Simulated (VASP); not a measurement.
# Pt (P6_3/mmc) in VASP: further runs, part 2 of 2

VASP 6.6.1. The steps go on from the part before.

## (3) Single point, LDA, collinear spin (16.19 Å³/atom)

This run uses another cell than the first one, of 16.19 Å³/atom.

Contents of INCAR:

```
SYSTEM = Pt
  ALGO = Normal
  EDIFF = 1E-6
  ENCUT = 570
  GGA = CA
  GGA_COMPAT = .False.
  ISIF = 2
  ISMEAR = 0
  ISPIN = 2
  LASPH = .True.
  LCHARG = .False.
  LMAXMIX = 4
  LORBIT = 11
  LREAL = .False.
  LWAVE = .False.
  MAGMOM = 0.15 0.15
  NBANDS = 29
  NELM = 200
  NUPDOWN = 0.3
  PREC = Accurate
  SIGMA = 0.15
```

Contents of KPOINTS:

```
k-points
0
Gamma
  21 21 10
  0 0 0
```

Contents of POSCAR:

```
Pt
1.0
    2.7872338290      0.0000000000      0.0000000000
   -1.3936169145      2.4138153022      0.0000000000
    0.0000000000      0.0000000000      4.8128176121
Pt
2
Direct
    0.6666666667      0.3333333333      0.7500000000
    0.3333333333      0.6666666667      0.2500000000
```

Potentials or basis: VASP PAW LDA potentials, release 64 (Pt_sv_GW).

Run with:

```console
> cat potpaw_LDA.64/Pt_sv_GW/POTCAR > POTCAR
> mpirun -np 1 vasp_std > vasp.out
```

OUTCAR:

```text
SYSTEM = Pt
   EDIFF = 1E-6
   ENCUT = 570
   GGA = CA
   ISIF = 2
   ISMEAR = 0
   ISPIN = 2
   LASPH = .True.
   LORBIT = 11
   LREAL = .False.
   NELM = 200
   NUPDOWN = 0.3
   PREC = Accurate

 ion  position               nearest neighbor table
   1  0.667  0.333  0.750-   2 2.89   2 2.89   2 2.89   2 2.89   2 2.89   2 2.89
   2  0.333  0.667  0.250-   1 2.89   1 2.89   1 2.89   1 2.89   1 2.89   1 2.89

  LATTYP: Found a hexagonal cell.
 ALAT       =     2.7872338290
 C/A-ratio  =     1.7267362221

  Lattice vectors:

 A1 = (   2.7872338290,   0.0000000000,   0.0000000000)
 A2 = (  -1.3936169145,   2.4138153022,   0.0000000000)
 A3 = (   0.0000000000,   0.0000000000,   4.8128176121)

Analysis of symmetry for initial positions (statically):
=====================================================================
 Subroutine PRICEL returns:
 Original cell was already a primitive cell.

 Routine SETGRP: Setting up the symmetry group for a
 hexagonal supercell.

 Subroutine GETGRP returns: Found 24 space group operations
 (whereof 12 operations were pure point group operations)
 out of a pool of 24 trial point group operations.

The static configuration has the point symmetry D_3d.
 The point group associated with its full space group is D_6h.

Analysis of symmetry for dynamics (positions and initial velocities):
=====================================================================
 Subroutine PRICEL returns:
 Original cell was already a primitive cell.

 Routine SETGRP: Setting up the symmetry group for a
 hexagonal supercell.

 Subroutine GETGRP returns: Found 24 space group operations
 (whereof 12 operations were pure point group operations)
 out of a pool of 24 trial point group operations.

The dynamic configuration has the point symmetry D_3d.
 The point group associated with its full space group is D_6h.

Analysis of structural, dynamic, and magnetic symmetry:
=====================================================================
[... 156 lines left out ...]
  free energy    TOTEN  =       -14.36668546 eV

  energy without entropy =      -14.32100848  energy(sigma->0) =      -14.34384697

 E-fermi :   9.1559     XC(G=0): -13.9152

 val. band max:        9.2090613952   @ k =   0.3810   0.1429   0.1000
 cond. band min:       9.1567029576   @ k =   0.3810  -0.0000   0.4000
 fundamental gap:     -0.0523584376
 Fermi energy:         9.2098382434

 spin component 1

 k-point     1 :       0.0000    0.0000    0.0000
  band No.  band energies     occupation
      1     -88.8615      1.00000
      2     -88.8429      1.00000
      3     -43.3268      1.00000
      4     -43.1495      1.00000
      5     -43.1495      1.00000
      6     -43.1124      1.00000
[... 757 lines left out ...]
     28      29.8361      0.00000
     29      30.5532      0.00000

 [... further k-points ...]

 spin component 2

 k-point     1 :       0.0000    0.0000    0.0000
  band No.  band energies     occupation
      1     -88.7861      1.00000
      2     -88.7675      1.00000
      3     -43.2369      1.00000
      4     -43.0614      1.00000
      5     -43.0614      1.00000
      6     -43.0242      1.00000
[... 757 lines left out ...]
     28      29.8720      0.00000
     29      30.5937      0.00000

 [... further k-points ...]

------------------------ aborting loop because EDIFF is reached ----------------------------------------

  FORCE on cell =-STRESS in cart. coord.  units (eV):
  Direction    XX          YY          ZZ          XY          YZ          ZX
  --------------------------------------------------------------------------------------
  -------------------------------------------------------------------------------------
  Total       -4.2948450     -4.2948450     -4.0361258      0.0000000     -0.0000000     -0.0000000
  in kB     -212.5109126   -212.5109126   -199.7093635      0.0000000     -0.0000000     -0.0000000
  external PRESSURE =    -208.2437295 kB  Pullay stress =       0.0000000 kB

 VOLUME and BASIS-vectors are now :
 -----------------------------------------------------------------------------
  energy-cutoff  :      570.00
  volume of cell :       32.38
      direct lattice vectors                 reciprocal lattice vectors
     2.787233829  0.000000000  0.000000000     0.358778653  0.207140952  0.000000000
    -1.393616914  2.413815302  0.000000000     0.000000000  0.414281904  0.000000000
     0.000000000  0.000000000  4.812817612     0.000000000  0.000000000  0.207778495

 POSITION                                       TOTAL-FORCE (eV/Angst)
 -----------------------------------------------------------------------------------
      1.39362      0.80461      3.60961         0.000000     -0.000000      0.000000
     -0.00000      1.60921      1.20320        -0.000000      0.000000      0.000000
 -----------------------------------------------------------------------------------
    total drift:                               -0.000000      0.000000     -0.000000

  FREE ENERGIE OF THE ION-ELECTRON SYSTEM (eV)
  ---------------------------------------------------
  free  energy   TOTEN  =       -14.3666854609 eV

  energy  without entropy=      -14.3210084834  energy(sigma->0) =      -14.34384697

 total charge

# of ion       s       p       d       f       tot
--------------------------------------------------
    1        4.083   6.073   7.819   0.018  17.992
    2        4.083   6.073   7.819   0.018  17.992
--------------------------------------------------
tot          8.166  12.145  15.638   0.035  35.984

 magnetization (x)

# of ion       s       p       d       f       tot
--------------------------------------------------
    1        0.007   0.000   0.152   0.000   0.160
    2        0.007   0.000   0.152   0.000   0.160
--------------------------------------------------
tot          0.014   0.001   0.304   0.000   0.319
```

OSZICAR:

```text
N       E                     dE             d eps       ncg     rms          rms(c)
DAV:   1     0.439237647637E+03    0.43924E+03   -0.26946E+04 35856   0.144E+03
DAV:   2    -0.705583625600E+00   -0.43994E+03   -0.42733E+03 37433   0.542E+02
DAV:   3    -0.168557126518E+02   -0.16150E+02   -0.15931E+02 39176   0.974E+01
DAV:   4    -0.169546725225E+02   -0.98960E-01   -0.98908E-01 36465   0.832E+00
DAV:   5    -0.169551399501E+02   -0.46743E-03   -0.46742E-03 39053   0.536E-01    0.908E+01
DAV:   6    -0.144530935503E+02    0.25020E+01   -0.40428E+00 36539   0.159E+01    0.445E+01
DAV:   7    -0.143902833131E+02    0.62810E-01   -0.58672E-01 37514   0.487E+00    0.122E+01
DAV:   8    -0.143665829883E+02    0.23700E-01   -0.73973E-02 35723   0.247E+00    0.682E-01
DAV:   9    -0.143666989181E+02   -0.11593E-03   -0.23130E-03 37049   0.376E-01    0.348E-01
DAV:  10    -0.143667111757E+02   -0.12258E-04   -0.97266E-05 37338   0.925E-02    0.159E-01
DAV:  11    -0.143666894440E+02    0.21732E-04   -0.97602E-06 38586   0.341E-02    0.932E-02
DAV:  12    -0.143666855314E+02    0.39126E-05   -0.39929E-06 30663   0.210E-02    0.453E-02
DAV:  13    -0.143666854609E+02    0.70530E-07   -0.25706E-07 18909   0.396E-03
   1 F= -.14366685E+02 E0= -.14343847E+02  d E =-.456770E-01  mag=     0.3000
```

Wall time 4.3 min (1 thread of AMD EPYC 9R45 (Zen 5), shared host); peak memory 0.46 GiB.

Results:

```yaml
Free_energy: -14.3667 eV
Pressure: -20.8 GPa
Net_moment: 0.30 μB per cell
Site_moments: Pt +0.16 μB
Valence_electrons_inside_the_program's_atomic_spheres: Pt 17.99
```

Caveat: the cell stands under tension; spin-orbit coupling is left out, which moves the levels of the heavy elements; the total moment is fixed, so each spin has its own Fermi level and the state may be an excited one.

## (4) Single point, LDA, collinear spin (13.52 Å³/atom)

This run uses another cell than the first one, of 13.52 Å³/atom.

Contents of INCAR:

```
PREC = Accurate
ENCUT = 570
EDIFF = 1E-6
ISMEAR = 0
SIGMA = 0.15
LREAL = False
LASPH = True
NELM = 200
ALGO = Normal
ISIF = 2
LWAVE = False
LCHARG = True
ISPIN = 2
MAGMOM = 0.15 0.15
LORBIT = 11
NUPDOWN = 0.3
LMAXMIX = 4
GGA = CA
LELF = True
LVHAR = True
NBANDS = 29
GGA_COMPAT = False
```

Contents of KPOINTS:

```
Automatic mesh
0
Gamma
  21 21 10
```

Contents of POSCAR:

```
Pt
1.0
    2.6244633715      0.0000000000      0.0000000000
   -1.3122316858      2.2728519510      0.0000000000
    0.0000000000      0.0000000000      4.5317559673
Pt
2
Direct
    0.6666666667      0.3333333333      0.7500000000
    0.3333333333      0.6666666667      0.2500000000
```

Run with:

```console
> cat potpaw_LDA.64/Pt_sv_GW/POTCAR > POTCAR
> mpirun -np 1 vasp_std > vasp.out
```

Wall time 3.2 min (1 thread of AMD EPYC 9R45 (Zen 5), shared host); peak memory 0.39 GiB.

The run converged. Its results:

| Property | Result |
| --- | --- |
| Free energy | -14.2310 eV |
| Pressure | 36.6 GPa |
| Net moment | 0.30 μB per cell |
| Site moments | Pt +0.16 μB |

Stress tensor (GPa, compression positive):
```
38.60  0.00  0.00
 0.00 38.60  0.00
 0.00  0.00 32.46
```

Caveat: the stress differs along the axes, from 32 to 39 GPa; spin-orbit coupling is left out, which moves the levels of the heavy elements; the total moment is fixed, so each spin has its own Fermi level and the state may be an excited one.

## (5) Single point, LDA, collinear spin (14.85 Å³/atom)

This run uses another cell than the first one, of 14.85 Å³/atom.

INCAR: that of step 4 with these lines changed.

```diff
@@ -13,5 +13,5 @@
 ISPIN = 2
-MAGMOM = 0.15 0.15
+MAGMOM = 0.5 0.5
 LORBIT = 11
-NUPDOWN = 0.3
+NUPDOWN = 1.0
 LMAXMIX = 4
```

KPOINTS is that of step 4.

Contents of POSCAR:

```
Pt
1.0
    2.7082945876      0.0000000000      0.0000000000
   -1.3541472938      2.3454519138      0.0000000000
    0.0000000000      0.0000000000      4.6765103647
Pt
2
Direct
    0.6666666667      0.3333333333      0.7500000000
    0.3333333333      0.6666666667      0.2500000000
```

Potentials or basis: VASP PAW LDA potentials, release 64 (Pt_sv_GW).

Run with:

```console
> cat potpaw_LDA.64/Pt_sv_GW/POTCAR > POTCAR
> mpirun -np 1 vasp_std > vasp.out
```

OUTCAR:

```text
PREC = Accurate
   ENCUT = 570
   EDIFF = 1E-6
   ISMEAR = 0
   LREAL = False
   LASPH = True
   NELM = 200
   ISIF = 2
   ISPIN = 2
   LORBIT = 11
   NUPDOWN = 1.0
   GGA = CA

 ion  position               nearest neighbor table
   1  0.667  0.333  0.750-   2 2.81   2 2.81   2 2.81   2 2.81   2 2.81   2 2.81
   2  0.333  0.667  0.250-   1 2.81   1 2.81   1 2.81   1 2.81   1 2.81   1 2.81

  LATTYP: Found a hexagonal cell.
 ALAT       =     2.7082945876
 C/A-ratio  =     1.7267362222

  Lattice vectors:

 A1 = (   2.7082945876,   0.0000000000,   0.0000000000)
[... 1756 lines left out ...]
 VOLUME and BASIS-vectors are now :
 -----------------------------------------------------------------------------
  energy-cutoff  :      570.00
  volume of cell :       29.71
      direct lattice vectors                 reciprocal lattice vectors
     2.708294588  0.000000000  0.000000000     0.369236052  0.213178534  0.000000000
    -1.354147294  2.345451914  0.000000000     0.000000000  0.426357068  0.000000000
     0.000000000  0.000000000  4.676510365     0.000000000  0.000000000  0.213834659

 POSITION                                       TOTAL-FORCE (eV/Angst)
 -----------------------------------------------------------------------------------
      1.35415      0.78182      3.50738         0.000000     -0.000000      0.000000
     -0.00000      1.56363      1.16913        -0.000000      0.000000      0.000000
 -----------------------------------------------------------------------------------
    total drift:                               -0.000000      0.000000     -0.000000

  FREE ENERGIE OF THE ION-ELECTRON SYSTEM (eV)
  ---------------------------------------------------
  free  energy   TOTEN  =       -14.4683012213 eV

  energy  without entropy=      -14.4380270638  energy(sigma->0) =      -14.45316414

 total charge

# of ion       s       p       d       f       tot
--------------------------------------------------
    1        4.222   6.093   7.854   0.024  18.193
    2        4.222   6.093   7.854   0.024  18.193
--------------------------------------------------
tot          8.443  12.185  15.708   0.049  36.386

 magnetization (x)

# of ion       s       p       d       f       tot
--------------------------------------------------
    1        0.028   0.002   0.503   0.001   0.533
    2        0.028   0.002   0.503   0.001   0.533
--------------------------------------------------
tot          0.057   0.003   1.005   0.001   1.067
```

It took 3.7 min on 1 thread of Intel Xeon Platinum 8488C (Sapphire Rapids), shared host; peak memory 0.45 GiB.

What came out:

```yaml
Free_energy: -14.4683 eV
Pressure: 1.1 GPa
Net_moment: 1.00 μB per cell
Site_moments: Pt +0.53 μB
```

Caveat: the stress differs along the axes, from -3 to 3 GPa; spin-orbit coupling is left out, which moves the levels of the heavy elements; the total moment is fixed, so each spin has its own Fermi level and the state may be an excited one.

## (6) Overview

| fixed moment (μB) | cell | pressure (GPa) | moment (μB) |
| --- | --- | --- | --- |
| 0.4 | a = 2.580, b = 2.580, c = 4.456 Å, angles 90.0, 90.0, 120.0°, 2 atoms | 64.4 | 0.40 |
| 0.3 | a = 2.787, b = 2.787, c = 4.813 Å, angles 90.0, 90.0, 120.0°, 2 atoms | -20.8 | 0.30 |
| 0.3 | a = 2.624, b = 2.624, c = 4.532 Å, angles 90.0, 90.0, 120.0°, 2 atoms | 36.6 | 0.30 |
| 1.0 | a = 2.708, b = 2.708, c = 4.677 Å, angles 90.0, 90.0, 120.0°, 2 atoms | 1.1 | 1.00 |

Alike in all rows: task single point; level LDA; potentials or basis VASP PAW LDA potentials, release 64 (Pt_sv_GW); spin collinear; k mesh 21 × 21 × 10; cutoff (eV) 570; smearing gaussian 0.15 eV.

Caveats: spin-orbit coupling is left out, which moves the levels of the heavy elements; the total moment is fixed, so each spin has its own Fermi level and the state may be an excited one; the stress differs along the axes, from 58 to 68 GPa (at least some runs); the cell stands under tension (at least some runs); the stress differs along the axes, from 32 to 39 GPa (at least some runs); the stress differs along the axes, from -3 to 3 GPa (at least some runs).

Total energies depend on the potentials used, so only differences within one code and one set of settings carry meaning.
